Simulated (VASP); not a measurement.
# CsI (Pm-3m) in VASP: a series of runs

The runs below take CsI through relaxation of the atoms, with r2SCAN.

Program: VASP 6.6.1. These are calculated values, not measurements. Logs are shortened: lines on timing, memory, paths and dates and some standing lists are left out, and cuts for length are marked.

**1. The cell of the first run**

The structure is cubic, space group Pm-3m (No. 221). Conventional cell: a = 4.670 Å, b = 4.670 Å, c = 4.670 Å, α = 90.00°, β = 90.00°, γ = 90.00°. Within 5.3 Å of Cs (site symmetry m-3m) lie 8 I at 4.04 Å and 6 Cs at 4.67 Å. I (site symmetry m-3m) has 8 Cs at 4.04 Å and 6 I at 4.67 Å within 5.3 Å.

**2. Relaxation of the atoms, r2SCAN**

Contents of POSCAR:

```
CsI
1.0
    4.6696789800      0.0000000000      0.0000000000
    0.0000000000      4.6696789800      0.0000000000
    0.0000000000      0.0000000000      4.6696789800
Cs I
1 1
Direct
    0.0000000000      0.0000000000      0.0000000000
    0.5000000000      0.5000000000      0.5000000000
```

Contents of INCAR.step1:

```
SYSTEM = CsI
  ALGO = Normal
  EDIFF = 1E-5
  EDIFFG = -0.01
  ENCUT = 500
  GGA = PE
  GGA_COMPAT = .FALSE.
  IBRION = 2
  ISMEAR = -1
  LASPH = .TRUE.
  LCHARG = .FALSE.
  LREAL = .FALSE.
  LWAVE = .TRUE.
  NELM = 120
  NELMIN = 4
  NSW = 100
  PREC = Accurate
  SIGMA = 0.02
```

Contents of INCAR.step2:

```
SYSTEM = CsI
  ALGO = Normal
  EDIFF = 1E-7
  EDIFFG = -0.01
  ENCUT = 500
  GGA_COMPAT = .FALSE.
  IBRION = 2
  ISIF = 2
  ISMEAR = -1
  ISTART = 1
  LASPH = .TRUE.
  LCHARG = .FALSE.
  LMIXTAU = .TRUE.
  LREAL = .FALSE.
  LWAVE = .FALSE.
  METAGGA = R2SCAN
  NELM = 120
  NELMIN = 4
  NSW = 50
  PREC = Accurate
  SIGMA = 0.02
```

Contents of KPOINTS:

```
k-points
0
G
  6 6 6
  0 0 0
```

Potentials or basis: VASP PAW PBE potentials, release 64 (Cs_sv, I).

On the command line:

```console
$ cat potpaw_PBE.64/Cs_sv/POTCAR potpaw_PBE.64/I/POTCAR > POTCAR
$ cp INCAR.step1 INCAR
$ mpirun -np 1 vasp_std > vasp.out
$ cp INCAR.step2 INCAR
$ mpirun -np 1 vasp_std > vasp.out
```

OUTCAR:

```text
SYSTEM = CsI
   EDIFF = 1E-7
   EDIFFG = -0.01
   ENCUT = 500
   IBRION = 2
   ISIF = 2
   ISMEAR = -1
   ISTART = 1
   LASPH = .TRUE.
   LREAL = .FALSE.
   METAGGA = R2SCAN
   NELM = 120
   NELMIN = 4
   NSW = 50
   PREC = Accurate

 ion  position               nearest neighbor table
   1  0.000  0.000  0.000-
   2  0.500  0.500  0.500-

  LATTYP: Found a simple cubic cell.
 ALAT       =     4.6696789800

  Lattice vectors:

 A1 = (   4.6696789800,   0.0000000000,   0.0000000000)
 A2 = (   0.0000000000,   4.6696789800,   0.0000000000)
 A3 = (   0.0000000000,   0.0000000000,   4.6696789800)

Analysis of symmetry for initial positions (statically):
=====================================================================
 Subroutine PRICEL returns:
 Original cell was already a primitive cell.

 Routine SETGRP: Setting up the symmetry group for a
 simple cubic supercell.

 Subroutine GETGRP returns: Found 48 space group operations
 (whereof 48 operations were pure point group operations)
 out of a pool of 48 trial point group operations.

The static configuration has the point symmetry O_h .

Analysis of symmetry for dynamics (positions and initial velocities):
=====================================================================
 Subroutine PRICEL returns:
 Original cell was already a primitive cell.

 Routine SETGRP: Setting up the symmetry group for a
 simple cubic supercell.

 Subroutine GETGRP returns: Found 48 space group operations
 (whereof 48 operations were pure point group operations)
 out of a pool of 48 trial point group operations.

The dynamic configuration has the point symmetry O_h .

 Subroutine INISYM returns: Found 48 space group operations
 (whereof 48 operations are pure point group operations),
 and found     1 'primitive' translations

----------------------------------------------------------------------------------------

                                     Primitive cell

  volume of cell :     101.8266

  direct lattice vectors                    reciprocal lattice vectors
     4.669678980  0.000000000  0.000000000     0.214147483  0.000000000  0.000000000
     0.000000000  4.669678980  0.000000000     0.000000000  0.214147483  0.000000000
     0.000000000  0.000000000  4.669678980     0.000000000  0.000000000  0.214147483

  length of vectors
     4.669678980  4.669678980  4.669678980     0.214147483  0.214147483  0.214147483

  position of ions in fractional coordinates (direct lattice)
     0.000000000  0.000000000  0.000000000
     0.500000000  0.500000000  0.500000000

  ion indices of the primitive-cell ions
   primitive index   ion index
                 1           1
                 2           2

----------------------------------------------------------------------------------------

 KPOINTS: k-points

Automatic generation of k-mesh.
 Grid dimensions read from file:
 generate k-points for:    6    6    6

 Generating k-lattice:

  Cartesian coordinates                     Fractional coordinates (reciprocal lattice)
     0.035691247  0.000000000  0.000000000     0.166666667  0.000000000  0.000000000
     0.000000000  0.035691247  0.000000000     0.000000000  0.166666667  0.000000000
     0.000000000  0.000000000  0.035691247     0.000000000  0.000000000  0.166666667

  Length of vectors
     0.035691247  0.035691247  0.035691247

  Shift w.r.t. Gamma in fractional coordinates (k-lattice)
     0.000000000  0.000000000  0.000000000

 Subroutine IBZKPT returns following result:
 ===========================================

 Found     20 irreducible k-points:

 Following reciprocal coordinates:
            Coordinates               Weight
  0.000000  0.000000  0.000000      1.000000
  0.166667  0.000000  0.000000      6.000000
  0.333333  0.000000  0.000000      6.000000
  0.500000  0.000000  0.000000      3.000000
  0.166667  0.166667  0.000000     12.000000
  0.333333  0.166667  0.000000     24.000000
[... 12 lines left out ...]
  0.500000  0.500000  0.333333      6.000000
  0.500000  0.500000  0.500000      1.000000
   k-points           NKPTS =     20   k-points in BZ     NKDIM =     20   number of bands    NBANDS=     12
   number of dos      NEDOS =    301   number of ions     NIONS =      2
   total plane-waves  NPLWV =  46656
   dimension x,y,z NGX =    36 NGY =   36 NGZ =   36
   dimension x,y,z NGXF=    72 NGYF=   72 NGZF=   72
   ions per type =               1   1
   NGX,Y,Z   is equivalent  to a cutoff of  12.82, 12.82, 12.82 a.u.
   NGXF,Y,Z  is equivalent  to a cutoff of  25.63, 25.63, 25.63 a.u.
 SYSTEM =  CsI
   PREC   = accura    normal or accurate (medium, high low for compatibility)
   ISTART =      1    job   : 0-new  1-cont  2-samecut
   ICHARG =      0    charge: 1-file 2-atom 10-const
   ISPIN  =      1    spin polarized calculation?
   LNONCOLLINEAR =      F non collinear calculations
   LSORBIT =      F    spin-orbit coupling
   LASPH  =      T    aspherical Exc in radial PAW
   ENCUT  =  500.0 eV  36.75 Ry    6.06 a.u.   8.51  8.51  8.51*2*pi/ulx,y,z
   NELM   =    120;   NELMIN=  4; NELMDL=  0     # of ELM steps
   EDIFF  = 0.1E-06   stopping-criterion for ELM
   LREAL  =      F    real-space projection
   EDIFFG = -.1E-01   stopping-criterion for IOM
   NSW    =     50    number of steps for IOM
   IBRION =      2    ionic relax: 0-MD 1-quasi-New 2-CG
   NFREE  =      1    steps in history (QN), initial steepest desc. (CG)
   ISIF   =      2    stress and relaxation
   ISYM   =      2    0-nonsym 1-usesym 2-fastsym
   POTIM  = 0.5000    time-step for ionic-motion
   TEBEG  =    0.0;   TEEND  =   0.0 temperature during run
   PSTRESS=    0.0 pullay stress
   NELECT =      16.0000    total number of electrons
   NUPDOWN=      -1.0000    fix difference up-down
   EMIN   =  10.00;   EMAX   =-10.00  energy-range for DOS
   EFERMI =   0.00;   METHOD = LEGACY
   ISMEAR =    -1;   SIGMA  =   0.02  broadening in eV -4-tet -1-fermi 0-gaus
   EFERMI_NEDOS =   21; number of points for ismear=-14 and -15
   IALGO  =     38    algorithm
   IMIX   =      4    mixing-type and parameters
     AMIX     =   0.40;   BMIX     =  1.00
     AMIX_MAG =   1.60;   BMIX_MAG =  1.00
  volume/ion in A,a.u.               =      50.91       343.58
  Fermi-wavevector in a.u.,A,eV,Ry     =   0.883408  1.669398 10.618109  0.780409
  Thomas-Fermi vector in A             =   2.004170
   LORBIT       =      0    0 simple, 1 ext, 2 COOP (PROOUT), +10 PAW based schemes
   METAGGA = R2SCAN    functional components
   LHFCALC =     F    Hartree Fock is set to
   AEXX    =    0.0000 exact exchange contribution
   IVDW    =     0    specifies the selected vdW correction
   LEPSILON=     F    determine dielectric tensor
   LRPA    =     F    only Hartree local field effects (RPA)
 conjugate gradient relaxation of ions
 non-spin polarized calculation
  energy-cutoff  :      500.00
  volume of cell :      101.83
 maximum number of plane-waves:      2608
 NGX is ok and might be reduce to    36
   NGX = 17   NGY = 17   NGZ = 17

 number of electron      15.9999999 magnetization

 Free energy of the ion-electron system (eV)
  ---------------------------------------------------
  ext. energy  EPLUGINS =         0.00000000
  ---------------------------------------------------
  free energy    TOTEN  =       -53.12127503 eV

  energy without entropy =      -53.12127503  energy(sigma->0) =      -53.12127503

 E-fermi :   0.6120     XC(G=0):  -7.8250

 val. band max:        0.1265439491   @ k =   0.5000   0.5000   0.0000
 cond. band min:       4.4883285695   @ k =   0.0000   0.0000   0.0000
 fundamental gap:      4.3617846204
 Fermi energy:         0.6119988637

 k-point     1 :       0.0000    0.0000    0.0000
  band No.  band energies     occupation
      1     -20.9234      2.00000
      2     -10.7392      2.00000
      3      -7.2597      2.00000
      4      -7.2597      2.00000
      5      -7.2597      2.00000
      6       0.0301      2.00000
      7       0.0301      2.00000
      8       0.0301      2.00000
      9       4.4883      0.00000
     10       4.8310      0.00000
     11       4.8310      0.00000
     12       8.3875      0.00000

 k-point     2 :       0.1667    0.0000    0.0000
  band No.  band energies     occupation
      1     -20.9187      2.00000
      2     -10.7390      2.00000
      3      -7.2931      2.00000
      4      -7.2476      2.00000
      5      -7.2476      2.00000
      6      -0.3724      2.00000
      7       0.0038      2.00000
      8       0.0038      2.00000
      9       4.9925      0.00000
     10       5.0212      0.00000
     11       5.3897      0.00000
     12       8.3067      0.00000

 k-point     3 :       0.3333    0.0000    0.0000
  band No.  band energies     occupation
      1     -20.9092      2.00000
      2     -10.7403      2.00000
      3      -7.3515      2.00000
      4      -7.2231      2.00000
      5      -7.2231      2.00000
      6      -1.0053      2.00000
      7      -0.0505      2.00000
      8      -0.0505      2.00000
      9       5.4325      0.00000
     10       6.1410      0.00000
     11       6.5948      0.00000
     12       8.2120      0.00000
[... 226 lines left out ...]
 k-point    19 :       0.5000    0.5000    0.3333
  band No.  band energies     occupation
      1     -20.8746      2.00000
      2     -10.5179      2.00000
      3      -7.4902      2.00000
      4      -7.4902      2.00000
      5      -7.3991      2.00000
      6      -0.9524      2.00000
      7      -0.9524      2.00000
      8      -0.7934      2.00000
      9       6.6311      0.00000
     10       7.2372      0.00000
     11       7.2372      0.00000
     12       7.6376      0.00000

 k-point    20 :       0.5000    0.5000    0.5000
  band No.  band energies     occupation
      1     -20.8704      2.00000
      2     -10.4945      2.00000
      3      -7.4685      2.00000
      4      -7.4685      2.00000
      5      -7.4685      2.00000
      6      -1.0354      2.00000
      7      -1.0354      2.00000
      8      -1.0354      2.00000
      9       7.6536      0.00000
     10       7.6536      0.00000
     11       7.6536      0.00000
     12       8.3487      0.00000

------------------------ aborting loop because EDIFF is reached ----------------------------------------

  FORCE on cell =-STRESS in cart. coord.  units (eV):
  Direction    XX          YY          ZZ          XY          YZ          ZX
  --------------------------------------------------------------------------------------
  -------------------------------------------------------------------------------------
  Total       -0.2514944     -0.2514944     -0.2514944     -0.0000000     -0.0000000     -0.0000000
  in kB       -3.9571079     -3.9571079     -3.9571079     -0.0000000     -0.0000000     -0.0000000
  external PRESSURE =      -3.9571079 kB  Pullay stress =       0.0000000 kB

 VOLUME and BASIS-vectors are now :
 -----------------------------------------------------------------------------
  energy-cutoff  :      500.00
  volume of cell :      101.83
      direct lattice vectors                 reciprocal lattice vectors
     4.669678980  0.000000000  0.000000000     0.214147483  0.000000000  0.000000000
     0.000000000  4.669678980  0.000000000     0.000000000  0.214147483  0.000000000
     0.000000000  0.000000000  4.669678980     0.000000000  0.000000000  0.214147483

 POSITION                                       TOTAL-FORCE (eV/Angst)
 -----------------------------------------------------------------------------------
      0.00000      0.00000      0.00000         0.000000      0.000000      0.000000
      2.33484      2.33484      2.33484         0.000000      0.000000      0.000000
 -----------------------------------------------------------------------------------
    total drift:                               -0.000000      0.000000      0.000000

  FREE ENERGIE OF THE ION-ELECTRON SYSTEM (eV)
  ---------------------------------------------------
  free  energy   TOTEN  =       -53.1212750263 eV

  energy  without entropy=      -53.1212750263  energy(sigma->0) =      -53.12127503

 reached required accuracy - stopping structural energy minimisation
```

It took 1.8 min on 1 thread of Oxide Virtual Turin-like, shared host; peak memory 0.18 GiB.

Results:

- Free energy: -53.1213 eV
- Pressure after relaxing: -0.4 GPa
- Band gap on the k mesh: 4.36 eV (least direct gap 4.46 eV)

Final structure:
```
Cs I
1.0
     4.66968    0.00000    0.00000
     0.00000    4.66968    0.00000
     0.00000    0.00000    4.66968
Cs I
1 1
Direct
  0.00000 0.00000 0.00000
  0.50000 0.50000 0.50000
```

Levels at points of the mesh, in eV from the valence-band top:
```tsv
k point	band 6	band 7	band 8	band 9	band 10	band 11
(0.00, 0.00, 0.00)	-0.10	-0.10	-0.10	4.36	4.70	4.70
(0.50, 0.00, 0.00)	-1.40	-0.21	-0.21	5.67	6.85	7.04
(0.50, 0.50, 0.00)	-0.82	-0.82	0.00	4.76	5.48	6.65
(0.50, 0.50, 0.50)	-1.16	-1.16	-1.16	7.53	7.53	7.53
```

Caveat: the relaxation stopped at its first step, so nothing moved; the PAW data sets were made with another functional, which shifts forces and pressure a little; spin-orbit coupling is left out, which moves the levels of the heavy elements.

(Continued in part 2 of 2.)
